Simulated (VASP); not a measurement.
# Pt (P6_3/mmc) in VASP: notebook, part 2 of 2

VASP 6.6.1. Earlier steps stand in the parts before.

## 4. Single point, r2SCAN

POSCAR

```
Pt
1.0
    2.7606660000      0.0000000000      0.0000000000
   -1.3803330000      2.3908070000      0.0000000000
    0.0000000000      0.0000000000      4.7921340000
Pt
2
Direct
    0.6666666667      0.3333333333      0.7500000000
    0.3333333333      0.6666666667      0.2500000000
```

INCAR.step1

```
ALGO = Normal
EDIFF = 1E-4
ENCUT = 520
GGA = PE
ISMEAR = 1
LASPH = T
LCHARG = F
LREAL = F
LWAVE = T
NBANDS = 17
NELM = 80
PREC = Accurate
SIGMA = 0.025
```

INCAR.step2

```
ALGO = Normal
EDIFF = 1E-7
ENCUT = 520
ISIF = 2
ISMEAR = 1
ISTART = 1
LASPH = T
LCHARG = F
LMIXTAU = T
LREAL = F
LWAVE = F
METAGGA = R2SCAN
NBANDS = 17
NELM = 80
PREC = Accurate
SIGMA = 0.025
```

KPOINTS

```
k-points
0
Gamma
  14 14 7
```

Potentials or basis: VASP PAW PBE potentials, release 64 (Pt).

Started as:

```bash
cat potpaw_PBE.64/Pt/POTCAR > POTCAR
cp INCAR.step1 INCAR
mpirun -np 1 vasp_std > vasp.out
cp INCAR.step2 INCAR
mpirun -np 1 vasp_std > vasp.out
```

OUTCAR:

```text
EDIFF = 1E-7
   ENCUT = 520
   ISIF = 2
   ISMEAR = 1
   ISTART = 1
   LASPH = T
   LREAL = F
   METAGGA = R2SCAN
   NELM = 80
   PREC = Accurate

 ion  position               nearest neighbor table
   1  0.667  0.333  0.750-   2 2.88   2 2.88   2 2.88   2 2.88   2 2.88   2 2.88
   2  0.333  0.667  0.250-   1 2.88   1 2.88   1 2.88   1 2.88   1 2.88   1 2.88

  LATTYP: Found a hexagonal cell.
 ALAT       =     2.7606660000
 C/A-ratio  =     1.7358615638

  Lattice vectors:

 A1 = (   2.7606660000,   0.0000000000,   0.0000000000)
 A2 = (  -1.3803330000,   2.3908070000,   0.0000000000)
 A3 = (   0.0000000000,   0.0000000000,   4.7921340000)

Analysis of symmetry for initial positions (statically):
=====================================================================
 Subroutine PRICEL returns:
 Original cell was already a primitive cell.

 Routine SETGRP: Setting up the symmetry group for a
 hexagonal supercell.

 Subroutine GETGRP returns: Found 24 space group operations
 (whereof 12 operations were pure point group operations)
 out of a pool of 24 trial point group operations.

The static configuration has the point symmetry D_3d.
 The point group associated with its full space group is D_6h.

Analysis of symmetry for dynamics (positions and initial velocities):
=====================================================================
 Subroutine PRICEL returns:
 Original cell was already a primitive cell.

 Routine SETGRP: Setting up the symmetry group for a
 hexagonal supercell.

 Subroutine GETGRP returns: Found 24 space group operations
 (whereof 12 operations were pure point group operations)
 out of a pool of 24 trial point group operations.

The dynamic configuration has the point symmetry D_3d.
 The point group associated with its full space group is D_6h.

 Subroutine INISYM returns: Found 24 space group operations
[... 113 lines left out ...]
   EFERMI_NEDOS =   21; number of points for ismear=-14 and -15
   IALGO  =     38    algorithm
   IMIX   =      4    mixing-type and parameters
     AMIX     =   0.40;   BMIX     =  1.00
     AMIX_MAG =   1.60;   BMIX_MAG =  1.00
  volume/ion in A,a.u.               =      15.81       106.72
  Fermi-wavevector in a.u.,A,eV,Ry     =   1.405149  2.655347 26.863938  1.974444
  Thomas-Fermi vector in A             =   2.527639
   LORBIT       =      0    0 simple, 1 ext, 2 COOP (PROOUT), +10 PAW based schemes
   METAGGA = R2SCAN    functional components
   LHFCALC =     F    Hartree Fock is set to
   AEXX    =    0.0000 exact exchange contribution
   IVDW    =     0    specifies the selected vdW correction
   LEPSILON=     F    determine dielectric tensor
   LRPA    =     F    only Hartree local field effects (RPA)
 non-spin polarized calculation
 Methfessel and Paxton  Order N= 1 SIGMA  =   0.03
  energy-cutoff  :      520.00
  volume of cell :       31.63
 maximum number of plane-waves:       863
 NGX is ok and might be reduce to    24
   NGX = 11   NGY = 11   NGZ = 17

 number of electron      20.0000004 magnetization

 Free energy of the ion-electron system (eV)
  ---------------------------------------------------
  ext. energy  EPLUGINS =         0.00000000
  ---------------------------------------------------
  free energy    TOTEN  =      -102.86868684 eV

  energy without entropy =     -102.86865462  energy(sigma->0) =     -102.86867610

 E-fermi :  10.0532     XC(G=0): -14.2902

 val. band max:       10.0510229686   @ k =   0.4286   0.0714   0.4286
 cond. band min:      10.0709773715   @ k =   0.2143   0.1429   0.2857
 fundamental gap:      0.0199544029
 Fermi energy:        10.0532345009

 k-point     1 :       0.0000    0.0000    0.0000
  band No.  band energies     occupation
      1       0.1731      2.00000
      2       2.8313      2.00000
      3       6.0586      2.00000
      4       6.5676      2.00000
      5       6.5676      2.00000
      6       6.9383      2.00000
[... 457 lines left out ...]
      4       5.8819      2.00000
      5       6.2840      2.00000
      6       6.4033      2.00000
[... 9 lines left out ...]
     16      22.5476      0.00000
     17      24.0950      0.00000

 [... further k-points ...]

------------------------ aborting loop because EDIFF is reached ----------------------------------------

  FORCE on cell =-STRESS in cart. coord.  units (eV):
  Direction    XX          YY          ZZ          XY          YZ          ZX
  --------------------------------------------------------------------------------------
  -------------------------------------------------------------------------------------
  Total       -1.3076073     -1.3076074     -1.0137732      0.0000000     -0.0000000      0.0000000
  in kB      -66.2369893    -66.2369956    -51.3527926      0.0000000     -0.0000000      0.0000000
  external PRESSURE =     -61.2755925 kB  Pullay stress =       0.0000000 kB

 VOLUME and BASIS-vectors are now :
 -----------------------------------------------------------------------------
  energy-cutoff  :      520.00
  volume of cell :       31.63
      direct lattice vectors                 reciprocal lattice vectors
     2.760666000  0.000000000  0.000000000     0.362231433  0.209134405  0.000000000
    -1.380333000  2.390807000  0.000000000     0.000000000  0.418268810  0.000000000
     0.000000000  0.000000000  4.792134000     0.000000000  0.000000000  0.208675300

 POSITION                                       TOTAL-FORCE (eV/Angst)
 -----------------------------------------------------------------------------------
      1.38033      0.79694      3.59410         0.000000     -0.000000      0.000000
     -0.00000      1.59387      1.19803        -0.000000      0.000000      0.000000
 -----------------------------------------------------------------------------------
    total drift:                               -0.000000      0.000000     -0.000000

  FREE ENERGIE OF THE ION-ELECTRON SYSTEM (eV)
  ---------------------------------------------------
  free  energy   TOTEN  =      -102.8686868363 eV

  energy  without entropy=     -102.8686546241  energy(sigma->0) =     -102.86867610
```

OSZICAR.step1:

```text
N       E                     dE             d eps       ncg     rms          rms(c)
DAV:   1     0.102388840911E+03    0.10239E+03   -0.10511E+04  3272   0.113E+03
DAV:   2    -0.108851193976E+02   -0.11327E+03   -0.10769E+03  3494   0.244E+02
DAV:   3    -0.128369125003E+02   -0.19518E+01   -0.19231E+01  4075   0.317E+01
DAV:   4    -0.128467899747E+02   -0.98775E-02   -0.98760E-02  3881   0.236E+00
DAV:   5    -0.128468919299E+02   -0.10196E-03   -0.10195E-03  4050   0.251E-01    0.160E+01
DAV:   6    -0.121586456112E+02    0.68825E+00   -0.10806E+00  3417   0.929E+00    0.849E+00
DAV:   7    -0.120913979532E+02    0.67248E-01   -0.19328E-01  3781   0.391E+00    0.294E+00
DAV:   8    -0.120849337048E+02    0.64642E-02   -0.19947E-02  3565   0.113E+00    0.767E-01
DAV:   9    -0.120845303573E+02    0.40335E-03   -0.34360E-04  3731   0.156E-01    0.372E-02
DAV:  10    -0.120845427935E+02   -0.12436E-04   -0.87978E-06  1784   0.225E-02
   1 F= -.12084543E+02 E0= -.12084596E+02  d E =0.158553E-03
```

Run time: 4.1 min. Hardware: 1 thread of Intel Xeon 8259CL, shared host; peak memory 0.19 GiB.

Results:

| Property | Result |
| --- | --- |
| Free energy | -102.8687 eV |
| Pressure | -6.1 GPa |
| Band gap on the k mesh | zero (bands 10 and 11 overlap by 1.31 eV) |

Levels at points of the mesh, in eV from the Fermi level:
```csv
k point,band 8,band 9,band 10,band 11,band 12,band 13
"(0.00, 0.00, 0.00)",-1.86,-1.86,-0.47,-0.24,-0.24,4.97
"(0.50, 0.00, 0.00)",-0.01,0.35,0.55,2.48,4.00,7.72
```

Caveat: the cell stands under tension; the PAW data sets were made with another functional, which shifts forces and pressure a little; spin-orbit coupling is left out, which moves the levels of the heavy elements.

## 5. The runs side by side

```csv
smearing,gap on the mesh (eV),pressure (GPa)
methfessel-paxton 0.1 eV,none,-6.1
methfessel-paxton 0.05 eV,none,-6.1
methfessel-paxton 0.025 eV,none,-6.1
```

Alike in all rows: task single point; level r2SCAN; potentials or basis VASP PAW PBE potentials, release 64 (Pt); no spin polarisation; cell as given; k mesh 14 × 14 × 7; cutoff (eV) 520.

Caveats: the cell stands under tension; the PAW data sets were made with another functional, which shifts forces and pressure a little; spin-orbit coupling is left out, which moves the levels of the heavy elements.

Absolute energies hang on the potentials; compare differences alone.

The gap in the log of VASP goes by the Fermi energy; the results here count the filled bands.